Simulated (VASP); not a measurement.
Runs of VASP 6.6.1 on AgBr. The structure is that of space group Fm-3m (No. 225), or close to it. The cells are those of the table. 

| task | cell | cutoff (eV) | gap on the mesh (eV) | pressure (GPa) |
| --- | --- | --- | --- | --- |
| electric field gradients | a = 3.998 Å, angles 60.0°, 2 atoms | 400 | 0.58 | (b) |
| single point | a = 4.068 Å, angles 60.0°, 2 atoms | 500 | 0.58 | (a) |
| single point | a = 4.109 Å, angles 60.0°, 2 atoms | 500 | 0.58 | -3.1 |
| single point | a = 4.054 Å, angles 60.0°, 2 atoms | 500 | 0.58 | -1.5 |
| electric field gradients | a = 4.068 Å, angles 60.0°, 2 atoms | 400 | 0.58 | -2.1 |
| single point | a = 4.026 Å, angles 60.0°, 2 atoms | 500 | 0.58 | -0.5 |
| electric field gradients | a = 4.081 Å, angles 60.0°, 2 atoms | 400 | 0.58 | -2.5 |

Alike in all rows: level PBEsol; potentials or basis VASP PAW PBE potentials, release 64 (Ag, Br); no spin polarisation; k mesh 7 × 7 × 7; smearing fermi-dirac 0.02 eV.

**Question.** Fill in the values left out.

**Answer.** (a) -1.9; (b) 0.4.

Caveats: the PAW data sets were made with another functional, which shifts forces and pressure a little.

A k mesh can miss the band edges, and the runs leave out spin-orbit coupling on Ag, Br.
